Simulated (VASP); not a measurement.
Runs of VASP 6.6.1 on Bi. The structure is that of space group Im-3m (No. 229), or close to it. The cells are those of the table. This isn't the form of Bi at room conditions, which is rhombohedral.

| cell | pressure (GPa) | moment (μB) |
| --- | --- | --- |
| a = 2.721 Å, angles 109.5°, 1 atom | 185.7 | 0.00 |
| a = 2.768 Å, angles 109.5°, 1 atom | 152.0 | 0.00 |
| a = 2.641 Å, angles 109.5°, 1 atom | (a) | 0.00 |
| a = 2.861 Å, angles 109.5°, 1 atom | 100.7 | 0.00 |

Alike in all rows: task single point; level PBEsol; potentials or basis VASP PAW PBE potentials, release 64 (Bi_d); spin non-collinear, zero start, SOC; k mesh 20 × 20 × 20; cutoff (eV) 520; smearing gaussian 0.05 eV.

Problem. Fill in the values left out.

Solution. (a) 260.4.

Caveats: the cell stands under pressure; the PAW data sets were made with another functional, which shifts forces and pressure a little.
